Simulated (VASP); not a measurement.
Input of a VASP 6.6.1 run:

The input INCAR:

```
SYSTEM = Sb
  PREC = Accurate
  ENCUT = 520
  EDIFF = 1E-7
  ISMEAR = 0
  SIGMA = 0.15
  LREAL = .False.
  LASPH = .True.
  NELM = 80
  ALGO = Normal
  ISIF = 2
  LWAVE = .False.
  LCHARG = .False.
  GGA = PE
  IVDW = 12
  NBANDS = 8
```

Contents of KPOINTS:

```
regular mesh
0
Gamma
  18 18 18
  0 0 0
```

The input POSCAR:

```
Sb
1.0
   -1.8713408863      1.7309903198      1.8713408863
    1.8713408863     -1.7309903198      1.8713408863
    1.8713408863      1.7309903198     -1.8713408863
Sb
1
Direct
    0.0000000000      0.0000000000      0.0000000000
```

Potentials or basis: VASP PAW PBE potentials, release 64 (Sb).

Launch:

```sh
$ cat potpaw_PBE.64/Sb/POTCAR > POTCAR
$ mpirun -np 1 vasp_std > vasp.out
```

Problem. What does it give for the pressure?

Solution. 5.4 GPa.

Problem. What does it give for the dispersion energy per atom?

Solution. -0.583 eV.

Stress tensor (GPa, compression positive):
```
4.32 0.00 0.00
0.00 7.55 0.00
0.00 0.00 4.32
```

Caveat: the cell differs from its parent crystal (strain -0.0750 x Voigt [0, 1, 0, 0, 0, 0]); pairwise dispersion overbinds metals, which lowers pressure and volume.
